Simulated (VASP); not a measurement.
# AlN (P6_3/mmc) in VASP: notebook

AlN is run at these levels: PBEsol; tasks: single point.

Everything below comes from runs of VASP 6.6.1. Logs are shortened: lines on timing, memory, paths and dates and some standing lists are left out, and cuts for length are marked.

### Step 1. The cell of the first run

Symmetry: P6_3/mmc, No. 194, hexagonal system. The conventional cell has a = 3.202 Å, b = 3.202 Å, c = 4.266 Å, α = 90.00°, β = 90.00°, γ = 120.00°. Within 2.5 Å of Al (site symmetry -6m2) lie 5 N at 1.85 to 2.13 Å. N (site symmetry -6m2) has 5 Al at 1.85 to 2.13 Å within 2.5 Å.

### Step 2. Single point, PBEsol

The input, INCAR:

```
PREC = Accurate
ENCUT = 520
EDIFF = 1E-6
ISMEAR = 0
SIGMA = 0.05
LREAL = False
LASPH = True
NELM = 80
ALGO = Normal
ISIF = 2
LWAVE = False
LCHARG = True
GGA = PS
LELF = True
LVHAR = True
NBANDS = 16
```

The input, KPOINTS:

```
Automatic mesh
0
Gamma
  9 9 6
```

The input, POSCAR:

```
AlN
1.0
    3.2025000000      0.0000000000      0.0000000000
   -1.6012500000      2.7734463556      0.0000000000
    0.0000000000      0.0000000000      4.2655000000
Al N
2 2
Direct
    0.3333333333      0.6666666667      0.7500000000
    0.6666666667      0.3333333333      0.2500000000
    0.3333333333      0.6666666667      0.2500000000
    0.6666666667      0.3333333333      0.7500000000
```

Potentials or basis: VASP PAW PBE potentials, release 64 (Al, N).

Command:

```console
cat potpaw_PBE.64/Al/POTCAR potpaw_PBE.64/N/POTCAR > POTCAR
mpirun -np 1 vasp_std > vasp.out
```

OUTCAR:

```text
PREC = Accurate
   ENCUT = 520
   EDIFF = 1E-6
   ISMEAR = 0
   LREAL = False
   LASPH = True
   NELM = 80
   ISIF = 2
   GGA = PS

 ion  position               nearest neighbor table
   1  0.333  0.667  0.750-   4 1.85   4 1.85   4 1.85   3 2.13   3 2.13   2 2.82   2 2.82   2 2.82
                             2 2.82   2 2.82   2 2.82
   2  0.667  0.333  0.250-   3 1.85   3 1.85   3 1.85   4 2.13   4 2.13   1 2.82   1 2.82   1 2.82
                             1 2.82   1 2.82   1 2.82
   3  0.333  0.667  0.250-   2 1.85   2 1.85   2 1.85   1 2.13   1 2.13
   4  0.667  0.333  0.750-   1 1.85   1 1.85   1 1.85   2 2.13   2 2.13

  LATTYP: Found a hexagonal cell.
 ALAT       =     3.2025000000
 C/A-ratio  =     1.3319281811

  Lattice vectors:

 A1 = (   3.2025000000,   0.0000000000,   0.0000000000)
 A2 = (  -1.6012500000,   2.7734463556,   0.0000000000)
 A3 = (   0.0000000000,   0.0000000000,   4.2655000000)

Analysis of symmetry for initial positions (statically):
=====================================================================
 Subroutine PRICEL returns:
 Original cell was already a primitive cell.

 Routine SETGRP: Setting up the symmetry group for a
 hexagonal supercell.

 Subroutine GETGRP returns: Found 24 space group operations
 (whereof 12 operations were pure point group operations)
 out of a pool of 24 trial point group operations.

The static configuration has the point symmetry D_3d.
 The point group associated with its full space group is D_6h.

Analysis of symmetry for dynamics (positions and initial velocities):
=====================================================================
 Subroutine PRICEL returns:
 Original cell was already a primitive cell.

 Routine SETGRP: Setting up the symmetry group for a
 hexagonal supercell.

 Subroutine GETGRP returns: Found 24 space group operations
 (whereof 12 operations were pure point group operations)
 out of a pool of 24 trial point group operations.

The dynamic configuration has the point symmetry D_3d.
 The point group associated with its full space group is D_6h.

 Subroutine INISYM returns: Found 24 space group operations
 (whereof 12 operations are pure point group operations),
 and found     1 'primitive' translations

----------------------------------------------------------------------------------------

                                     Primitive cell

[... 95 lines left out ...]
   LREAL  =      F    real-space projection
   EDIFFG = 0.1E-04   stopping-criterion for IOM
   NSW    =      0    number of steps for IOM
   IBRION =     -1    ionic relax: 0-MD 1-quasi-New 2-CG
   NFREE  =      0    steps in history (QN), initial steepest desc. (CG)
   ISIF   =      2    stress and relaxation
   ISYM   =      2    0-nonsym 1-usesym 2-fastsym
   POTIM  = 0.5000    time-step for ionic-motion
   TEBEG  =    0.0;   TEEND  =   0.0 temperature during run
   PSTRESS=    0.0 pullay stress
   NELECT =      16.0000    total number of electrons
   NUPDOWN=      -1.0000    fix difference up-down
   EMIN   =  10.00;   EMAX   =-10.00  energy-range for DOS
   EFERMI =   0.00;   METHOD = LEGACY
   ISMEAR =     0;   SIGMA  =   0.05  broadening in eV -4-tet -1-fermi 0-gaus
   EFERMI_NEDOS =   21; number of points for ismear=-14 and -15
   IALGO  =     38    algorithm
   IMIX   =      4    mixing-type and parameters
     AMIX     =   0.40;   BMIX     =  1.00
     AMIX_MAG =   1.60;   BMIX_MAG =  1.00
  volume/ion in A,a.u.               =       9.47        63.92
  Fermi-wavevector in a.u.,A,eV,Ry     =   1.228255  2.321065 20.525890  1.508610
  Thomas-Fermi vector in A             =   2.363187
   LORBIT       =      0    0 simple, 1 ext, 2 COOP (PROOUT), +10 PAW based schemes
   GGA     = PS    functional components
   LHFCALC =     F    Hartree Fock is set to
   AEXX    =    0.0000 exact exchange contribution
   IVDW    =     0    specifies the selected vdW correction
   LEPSILON=     F    determine dielectric tensor
   LRPA    =     F    only Hartree local field effects (RPA)
 non-spin polarized calculation
 Gauss-broadening in eV      SIGMA  =   0.05
  energy-cutoff  :      520.00
  volume of cell :       37.89
 maximum number of plane-waves:      1038
 NGX is ok and might be reduce to    24
   NGX = 11   NGY = 11   NGZ = 15

 number of electron      16.0000004 magnetization

 Free energy of the ion-electron system (eV)
  ---------------------------------------------------
  ext. energy  EPLUGINS =         0.00000000
  ---------------------------------------------------
  free energy    TOTEN  =       -30.83857775 eV

  energy without entropy =      -30.83857775  energy(sigma->0) =      -30.83857775

 E-fermi :   8.7882     XC(G=0): -11.5750

 val. band max:        8.5946100291   @ k =   0.0000   0.0000   0.0000
 cond. band min:      12.0444007020   @ k =   0.0000   0.0000   0.0000
 fundamental gap:      3.4497906729
 Fermi energy:         8.7882060491

 k-point     1 :       0.0000    0.0000    0.0000
  band No.  band energies     occupation
      1      -8.7082      2.00000
      2      -5.0937      2.00000
      3       1.0992      2.00000
      4       5.1685      2.00000
      5       5.1685      2.00000
      6       6.6190      2.00000
[... 433 lines left out ...]
      3       1.5834      2.00000
      4       2.6735      2.00000
      5       2.6735      2.00000
      6       4.8982      2.00000
[... 8 lines left out ...]
     15      19.9547      0.00000
     16      21.8954      0.00000

 [... further k-points ...]

------------------------ aborting loop because EDIFF is reached ----------------------------------------

  FORCE on cell =-STRESS in cart. coord.  units (eV):
  Direction    XX          YY          ZZ          XY          YZ          ZX
  --------------------------------------------------------------------------------------
  -------------------------------------------------------------------------------------
  Total        3.6282020      3.6282020     -0.0706267      0.0000000     -0.0000000      0.0000000
  in kB      153.4345561    153.4345561     -2.9867616      0.0000000     -0.0000000      0.0000000
  external PRESSURE =     101.2941168 kB  Pullay stress =       0.0000000 kB

 VOLUME and BASIS-vectors are now :
 -----------------------------------------------------------------------------
  energy-cutoff  :      520.00
  volume of cell :       37.89
      direct lattice vectors                 reciprocal lattice vectors
     3.202500000  0.000000000  0.000000000     0.312256050  0.180281115  0.000000000
    -1.601250000  2.773446356  0.000000000     0.000000000  0.360562229  0.000000000
     0.000000000  0.000000000  4.265500000     0.000000000  0.000000000  0.234439104

 POSITION                                       TOTAL-FORCE (eV/Angst)
 -----------------------------------------------------------------------------------
     -0.00000      1.84896      3.19913        -0.000000     -0.000000      0.000000
      1.60125      0.92448      1.06638         0.000000      0.000000      0.000000
     -0.00000      1.84896      1.06638         0.000000      0.000000      0.000000
      1.60125      0.92448      3.19913        -0.000000     -0.000000      0.000000
 -----------------------------------------------------------------------------------
    total drift:                               -0.000000      0.000000      0.000000

  FREE ENERGIE OF THE ION-ELECTRON SYSTEM (eV)
  ---------------------------------------------------
  free  energy   TOTEN  =       -30.8385777509 eV

  energy  without entropy=      -30.8385777509  energy(sigma->0) =      -30.83857775
```

Wall time 17 s (1 thread of Intel Xeon 6975P-C, shared host); peak memory 0.15 GiB.

Results:

| Item | Value |
| --- | --- |
| Free energy | -30.8386 eV |
| Pressure | 10.1 GPa |
| Band gap on the k mesh | 3.45 eV, direct |

Stress tensor (GPa, compression positive):
```
15.34  0.00  0.00
 0.00 15.34  0.00
 0.00  0.00 -0.30
```

Levels at points of the mesh, in eV from the valence-band top:
| k point | band 6 | band 7 | band 8 | band 9 | band 10 | band 11 |
| --- | --- | --- | --- | --- | --- | --- |
| (0.00, 0.00, 0.00) | -1.98 | -1.98 | 0.00 | 3.45 | 4.85 | 8.58 |
| (0.00, 0.00, 0.50) | -2.74 | -2.74 | -2.74 | 5.80 | 5.80 | 8.80 |

Caveat: the PAW data sets were made with another functional, which shifts forces and pressure a little. PBEsol gaps usually lie below the measured ones, often by a third to a half.

### Step 3. Single point, PBEsol

This run uses another cell than the first one, of 9.40 Å³/atom, 0.992 times its volume.

The input, INCAR:

```
  ALGO = Normal
  EDIFF = 1E-6
  ENCUT = 520
  GGA = PS
  ISIF = 2
  ISMEAR = 0
  LASPH = True
  LCHARG = False
  LREAL = False
  LWAVE = False
  NBANDS = 16
  NELM = 80
  PREC = Accurate
  SIGMA = 0.05
```

The input, KPOINTS:

```
k-points
0
Gamma
  9 9 6
```

The input, POSCAR:

```
AlN
1.0
    3.3214000000      0.0000000000      0.0000000000
   -1.6607000000      2.8764167761      0.0000000000
    0.0000000000      0.0000000000      3.9342000000
Al N
2 2
Direct
    0.3333333333      0.6666666667      0.7500000000
    0.6666666667      0.3333333333      0.2500000000
    0.3333333333      0.6666666667      0.2500000000
    0.6666666667      0.3333333333      0.7500000000
```

Potentials or basis: VASP PAW PBE potentials, release 64 (Al, N).

Command:

```console
cat potpaw_PBE.64/Al/POTCAR potpaw_PBE.64/N/POTCAR > POTCAR
mpirun -np 1 vasp_std > vasp.out
```

Run time: 28 s. Hardware: 1 thread of Intel Xeon 6975P-C, shared host; peak memory 0.17 GiB.

Results (log left out):

```
Free energy            : -30.8471 eV
Pressure               : 9.0 GPa
Band gap on the k mesh : 3.75 eV, direct
```

Stress tensor (GPa, compression positive):
```
 4.16  0.00  0.00
 0.00  4.16  0.00
 0.00  0.00 18.78
```

Levels at points of the mesh, in eV from the valence-band top:
| k point | band 4 | band 5 | band 6 | band 7 | band 8 | band 9 | band 10 | band 11 | band 12 | band 13 |
| --- | --- | --- | --- | --- | --- | --- | --- | --- | --- | --- |
| (0.00, 0.00, 0.00) | -3.39 | -3.39 | -1.32 | -1.32 | 0.00 | 3.75 | 4.88 | 8.39 | 8.39 | 11.99 |
| (0.00, 0.00, 0.50) | -3.62 | -2.41 | -2.41 | -2.41 | -2.41 | 6.11 | 6.11 | 8.42 | 8.42 | 8.42 |

Caveat: the PAW data sets were made with another functional, which shifts forces and pressure a little. PBEsol gaps usually lie below the measured ones, often by a third to a half.
